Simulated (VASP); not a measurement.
Runs of VASP 6.6.1 on Ca. The structure is that of space group Fd-3m (No. 227), or close to it. The cells are those of the table. This isn't the form of Ca at room conditions, which is fcc.

```tsv
cell	gap on the mesh (eV)	pressure (GPa)
a = 5.903 Å, angles 60.0°, 2 atoms	none	(a)
a = 5.748 Å, angles 60.0°, 2 atoms	none	0.2
a = 6.051 Å, angles 60.0°, 2 atoms	none	-0.4
a = 5.827 Å, angles 60.0°, 2 atoms	none	0.0
```

Alike in all rows: task single point; level LDA; potentials or basis VASP PAW LDA potentials, release 64 (Ca_sv); no spin polarisation; k mesh 8 × 8 × 8; cutoff (eV) 520; smearing fermi-dirac 0.1 eV.

Fill in the values left out.

(a) -0.2.

A gap of «none» marks levels without a gap at the run's occupations.
